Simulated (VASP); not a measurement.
# BaMnAsF (P4/nmm) in VASP: notebook, part 2 of 2

VASP 6.6.1. The steps go on from the part before.

## (4) Single point, PBE+U, collinear spin, antiferromagnetic start (22.12 Å³/atom)

This run uses another cell than the first one, of 22.12 Å³/atom.

The input, INCAR:

```
PREC     = Accurate       # precision mode
ENCUT    = 600            # plane-wave cutoff, eV
EDIFF    = 1E-6           # SCF threshold, eV
ISMEAR   = 0              # smearing method
SIGMA    = 0.05           # smearing width, eV
LREAL    = False          # projectors in reciprocal space
LASPH    = True           # aspherical terms in the spheres
NELM     = 200            # most SCF steps
ALGO     = Normal         # electronic algorithm
ISIF     = 2              # what is computed and relaxed
LWAVE    = False          # write WAVECAR
LCHARG   = False          # write CHGCAR
ISPIN    = 2              # spin polarisation
MAGMOM   = 0 0 4.76 -4.76 0 0 0 0 # initial moments
LORBIT   = 11             # projections on sites
LMAXMIX  = 4              # l up to which the mixer works
LDAU     = True           # DFT+U
LDAUTYPE = 2            
LDAUL    = -1 2 -1 -1     # shell
LDAUU    = 0 3.9 0 0      # U, eV
LDAUJ    = 0 0 0 0      
LDAUPRINT= 1            
GGA      = PE             # functional
NBANDS   = 49             # bands
GGA_COMPAT= False
```

The input, KPOINTS:

```
Automatic mesh
0
Gamma
  6 6 2
```

The input, POSCAR:

```
BaMnAsF
1.0
    4.3114923616      0.0000000000      0.0000000000
    0.0000000000      4.3114923616      0.0000000000
    0.0000000000      0.0000000000      9.5194201955
Ba Mn As F
2 2 2 2
Direct
    0.5000000000      0.0000000000      0.3408717269
    0.0000000000      0.5000000000      0.6591282731
    0.5000000000      0.5000000000      0.0000000000
    0.0000000000      0.0000000000      0.0000000000
    0.5000000000      0.0000000000      0.8387547722
    0.0000000000      0.5000000000      0.1612452278
    0.5000000000      0.5000000000      0.5000000000
    0.0000000000      0.0000000000      0.5000000000
```

Potentials or basis: VASP PAW PBE potentials, release 64 (Ba_sv, Mn_pv, As, F).

Started as:

```
$ cat potpaw_PBE.64/Ba_sv/POTCAR potpaw_PBE.64/Mn_pv/POTCAR potpaw_PBE.64/As/POTCAR potpaw_PBE.64/F/POTCAR > POTCAR
$ mpirun -np 1 vasp_std > vasp.out
```

OUTCAR:

```text
PREC = Accurate
   ENCUT = 600
   EDIFF = 1E-6
   ISMEAR = 0
   LREAL = False
   LASPH = True
   NELM = 200
   ISIF = 2
   ISPIN = 2
   LORBIT = 11
   GGA = PE

 ion  position               nearest neighbor table
   1  0.500  0.000  0.341-   7 2.63   8 2.63   7 2.63   8 2.63   6 3.50   6 3.50   6 3.50   6 3.50
                             4 3.90   3 3.90   4 3.90   3 3.90   2 4.30   2 4.30   2 4.30   2 4.30
   2  0.000  0.500  0.659-   7 2.63   8 2.63   8 2.63   7 2.63   5 3.50   5 3.50   5 3.50   5 3.50
                             3 3.90   4 3.90   4 3.90   3 3.90   1 4.30   1 4.30   1 4.30   1 4.30
   3  0.500  0.500  0.000-   5 2.65   6 2.65   5 2.65   6 2.65   4 3.05   4 3.05   4 3.05   4 3.05
                             2 3.90   1 3.90   2 3.90   1 3.90
   4  0.000  0.000  0.000-   5 2.65   6 2.65   6 2.65   5 2.65   3 3.05   3 3.05   3 3.05   3 3.05
                             1 3.90   2 3.90   2 3.90   1 3.90
   5  0.500  0.000  0.839-   3 2.65   4 2.65   3 2.65   4 2.65   2 3.50   2 3.50   2 3.50   2 3.50

   6  0.000  0.500  0.161-   3 2.65   4 2.65   4 2.65   3 2.65   1 3.50   1 3.50   1 3.50   1 3.50

   7  0.500  0.500  0.500-   1 2.63   2 2.63   1 2.63   2 2.63
   8  0.000  0.000  0.500-   1 2.63   2 2.63   2 2.63   1 2.63

  LATTYP: Found a simple tetragonal cell.
 ALAT       =     4.3114923616
 C/A-ratio  =     2.2079176761

  Lattice vectors:

 A1 = (   4.3114923616,   0.0000000000,   0.0000000000)
 A2 = (   0.0000000000,   4.3114923616,   0.0000000000)
 A3 = (   0.0000000000,   0.0000000000,   9.5194201955)

Analysis of symmetry for initial positions (statically):
=====================================================================
 Subroutine PRICEL returns:
 Original cell was already a primitive cell.

 Routine SETGRP: Setting up the symmetry group for a
 simple tetragonal supercell.

 Subroutine GETGRP returns: Found 16 space group operations
 (whereof  8 operations were pure point group operations)
 out of a pool of 16 trial point group operations.

The static configuration has the point symmetry D_2d.
[... 1266 lines left out ...]
 Fermi energy:         3.8509287338

 spin component 2

 k-point     1 :       0.0000    0.0000    0.0000
  band No.  band energies     occupation
      1     -46.8207      1.00000
      2     -46.7918      1.00000
      3     -46.7918      1.00000
      4     -42.1644      1.00000
      5     -42.1572      1.00000
      6     -42.1572      1.00000
[... 989 lines left out ...]
     46       8.7194      0.00000
     47       9.0143      0.00000
 [bands above 47 left out]

------------------------ aborting loop because EDIFF is reached ----------------------------------------

  FORCE on cell =-STRESS in cart. coord.  units (eV):
  Direction    XX          YY          ZZ          XY          YZ          ZX
  --------------------------------------------------------------------------------------
  -------------------------------------------------------------------------------------
  Total        2.8720849      2.8720849      2.8140362      0.0000000     -0.0000000      0.0000000
  in kB       26.0041173     26.0041173     25.4785395      0.0000000     -0.0000000      0.0000000
  external PRESSURE =      25.8289247 kB  Pullay stress =       0.0000000 kB

 VOLUME and BASIS-vectors are now :
 -----------------------------------------------------------------------------
  energy-cutoff  :      600.00
  volume of cell :      176.96
      direct lattice vectors                 reciprocal lattice vectors
     4.311492362  0.000000000  0.000000000     0.231938252  0.000000000  0.000000000
     0.000000000  4.311492362  0.000000000     0.000000000  0.231938252  0.000000000
     0.000000000  0.000000000  9.519420196     0.000000000  0.000000000  0.105048415

 POSITION                                       TOTAL-FORCE (eV/Angst)
 -----------------------------------------------------------------------------------
      2.15575      0.00000      3.24490        -0.000000      0.000000     -0.125472
      0.00000      2.15575      6.27452         0.000000     -0.000000      0.125472
      2.15575      2.15575      0.00000         0.000000     -0.000000      0.000000
      0.00000      0.00000      0.00000         0.000000      0.000000      0.000000
      2.15575      0.00000      7.98446        -0.000000     -0.000000      0.052987
      0.00000      2.15575      1.53496         0.000000      0.000000     -0.052987
      2.15575      2.15575      4.75971         0.000000     -0.000000      0.000000
      0.00000      0.00000      4.75971        -0.000000      0.000000      0.000000
 -----------------------------------------------------------------------------------
    total drift:                                0.000000      0.000000      0.000000

  FREE ENERGIE OF THE ION-ELECTRON SYSTEM (eV)
  ---------------------------------------------------
  free  energy   TOTEN  =       -46.2745200460 eV

  energy  without entropy=      -46.2745200460  energy(sigma->0) =      -46.27452005

 total charge

# of ion       s       p       d       tot
------------------------------------------
    1        2.005   5.629   0.266   7.900
    2        2.005   5.629   0.266   7.900
    3        0.279   6.223   4.873  11.376
    4        0.279   6.223   4.873  11.376
    5        1.204   1.611   0.017   2.832
    6        1.204   1.611   0.017   2.832
    7        1.732   4.367   0.000   6.099
    8        1.732   4.367   0.000   6.099
--------------------------------------------------
tot         10.441  35.661  10.313  56.415

 magnetization (x)

# of ion       s       p       d       tot
------------------------------------------
    1        0.000   0.000   0.000   0.000
    2        0.000   0.000   0.000   0.000
    3        0.052   0.058   4.288   4.398
    4       -0.052  -0.058  -4.288  -4.398
    5        0.000   0.000   0.000   0.000
    6        0.000   0.000   0.000   0.000
    7       -0.000  -0.002   0.000  -0.002
    8        0.000   0.002   0.000   0.002
--------------------------------------------------
tot          0.000   0.000   0.000   0.000
```

stdout:

```text
POSCAR found type information on POSCAR BaMnAsF
 POSCAR found :  4 types and       8 ions
 scaLAPACK will be used
 LDA part: xc-table for (Slater+PW92), standard interpolation
 POSCAR, INCAR and KPOINTS ok, starting setup
 FFT: planning ... GRIDC
 FFT: planning ... GRID_SOFT
 FFT: planning ... GRID
 WAVECAR not read
 entering main loop
```

It took 4.9 min on 1 thread of Intel Xeon Platinum 8559C (Emerald Rapids), shared host; peak memory 0.6 GiB.

What came out:

```
Free energy                                           : -46.2745 eV
Pressure                                              : 2.6 GPa
Largest force                                         : 0.125 eV/Å
Band gap on the k mesh                                : 1.33 eV
Net moment                                            : 0.00 μB per cell
Site moments                                          : Ba +0.00; Mn +4.40, -4.40; As +0.00; F -0.00, +0.00 μB
Valence electrons inside the program's atomic spheres : Ba 7.90; Mn 11.38; As 2.83; F 6.10
```

Forces in eV/Å, atoms in the order of the input:
```
Ba   0.000  0.000 -0.125
Ba   0.000  0.000  0.125
Mn   0.000  0.000  0.000
Mn   0.000  0.000  0.000
As   0.000  0.000  0.053
As   0.000  0.000 -0.053
F    0.000  0.000  0.000
F    0.000  0.000  0.000
```

Eigenvalues of the final occupation matrices:
| site | spin | trace | eigenvalues |
| --- | --- | --- | --- |
| site 3 d | 1 | 4.59 | 0.91 0.92 0.92 0.92 0.92 |
| site 3 d | 2 | 0.30 | 0.03 0.05 0.07 0.07 0.07 |
| site 4 d | 1 | 0.30 | 0.03 0.05 0.07 0.07 0.07 |
| site 4 d | 2 | 4.59 | 0.91 0.92 0.92 0.92 0.92 |

Caveat: spin-orbit coupling is left out, which moves the levels of the heavy elements.

## (5) The runs side by side

| task | cell | gap on the mesh (eV) | pressure (GPa) | moment (μB) | largest force (eV/Å) |
| --- | --- | --- | --- | --- | --- |
| relaxation of shape and atoms at fixed volume | relaxed from a = 4.415, b = 4.415, c = 9.836 Å, 8 atoms, atomic positions A | 1.38 | -1.3 | 0.00 | 0.01 |
| single point | a = 4.337, b = 4.337, c = 9.605 Å, 8 atoms, atomic positions B | 1.34 | 1.5 | 0.00 | 0.12 |
| single point | a = 4.311, b = 4.311, c = 9.519 Å, 8 atoms, atomic positions C | 1.33 | 2.6 | 0.00 | 0.13 |

Alike in all rows: level PBE+U; potentials or basis VASP PAW PBE potentials, release 64 (Ba_sv, Mn_pv, As, F); spin collinear, antiferromagnetic start; Mn d U = 3.9 eV; k mesh 6 × 6 × 2; cutoff (eV) 600; smearing gaussian 0.05 eV.

Caveats: spin-orbit coupling is left out, which moves the levels of the heavy elements.

Absolute energies hang on the potentials; compare differences alone.
